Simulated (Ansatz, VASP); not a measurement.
# One calculation of Al4Ir, two programs

INCAR

```
SYSTEM = Al4Ir
ALGO = Normal ; EDIFF = 1E-6
ENCUT = 520 ; GGA = PE
ISIF = 2 ; ISMEAR = 0
ISPIN = 2 ; LASPH = .TRUE.
LCHARG = .FALSE. ; LMAXMIX = 4
LORBIT = 11 ; LREAL = .FALSE.
LWAVE = .FALSE. ; MAGMOM = 0 0 0 0 0 0 0 0 1 1
NBANDS = 36 ; NELM = 150
PREC = Accurate ; SIGMA = 0.1
```

The input KPOINTS:

```
k-points
0
G
  3 3 4
  0 0 0
```

The input POSCAR:

```
Al4Ir
1.0
    7.6510897091      0.0000000000      0.0000000000
   -3.8255448545      6.6260380547      0.0000000000
    0.0000000000      0.0000000000      5.2634008771
Al Ir
8 2
Direct
    0.5000000000      0.5000000000      0.5000000000
    0.5000000000      0.0000000000      0.5000000000
    0.0000000000      0.5000000000      0.5000000000
    0.5000000000      0.5000000000      0.0000000000
    0.5000000000      0.0000000000      0.0000000000
    0.0000000000      0.5000000000      0.0000000000
    0.3333333333      0.6666666667      0.7500000000
    0.6666666667      0.3333333333      0.2500000000
    0.3333333333      0.6666666667      0.2500000000
    0.6666666667      0.3333333333      0.7500000000
```

Input for Ansatz:

```yaml
crystal:
  lattice:
    - [7.6510897091, 0.0, 0.0]
    - [-3.8255448545, 6.6260380547, 0.0]
    - [0.0, 0.0, 5.2634008771]
  atoms:
    - { symbol: Al, position: [0.5, 0.5, 0.5] }
    - { symbol: Al, position: [0.5, 0.0, 0.5] }
    - { symbol: Al, position: [0.0, 0.5, 0.5] }
    - { symbol: Al, position: [0.5, 0.5, 0.0] }
    - { symbol: Al, position: [0.5, 0.0, 0.0] }
    - { symbol: Al, position: [0.0, 0.5, 0.0] }
    - { symbol: Al, position: [0.3333333333, 0.6666666667, 0.75] }
    - { symbol: Al, position: [0.6666666667, 0.3333333333, 0.25] }
    - { symbol: Ir, position: [0.3333333333, 0.6666666667, 0.25], spin: 1.0 }
    - { symbol: Ir, position: [0.6666666667, 0.3333333333, 0.75], spin: 1.0 }
basis:
  ecutwfc: 420
kpoints:
  mp_grid: { grid: [3, 3, 4] }
hamiltonian:
  xc: pbe
scf:
  occupations: { method: gaussian, width: 0.1 }
  lower_state_search: "off"
output:
  forces: true
  stress: true
  eigenvalues: true
  populations: true
magnetization:
  spin_polarized: true
```

Alike in both runs: task single point; functional PBE; k mesh 3 × 3 × 4; occupations gaussian, width 0.1 eV; collinear spin.

|  | VASP | Ansatz |
| --- | --- | --- |
| version | VASP 6.6.1 | Ansatz 0.2.0 |
| potentials or method | VASP PAW PBE potentials, release 64 (Al, Ir), cutoff 520 eV | scalar-relativistic, plane waves, PAW |
| valence electrons in the cell | 42 | 58 |

Ansatz gave:

```
gap on the k mesh at the Fermi level (eV)                     : none
pressure (GPa)                                                : 0.1
traceless stress, the component that is largest in VASP (GPa) : 0.05
net moment per atom (μB)                                      : 0.00
```

Problem. What did VASP give for the same quantities?

Solution. gap on the k mesh at the Fermi level (eV): none; pressure (GPa): 0.0; traceless stress, the component that is largest in VASP (GPa): 0.05; net moment per atom (μB): 0.00.

A gap of «none» marks a metal or a gap that the smearing closes. With one functional, cell and mesh, what is left measures potentials, basis and numerics. VASP's potentials hold 42 valence electrons a cell and Ansatz's 58, so a difference there can come from the potentials and not from the codes. Ansatz's warnings: seeded moment not kept.

Spin-orbit coupling is off throughout.
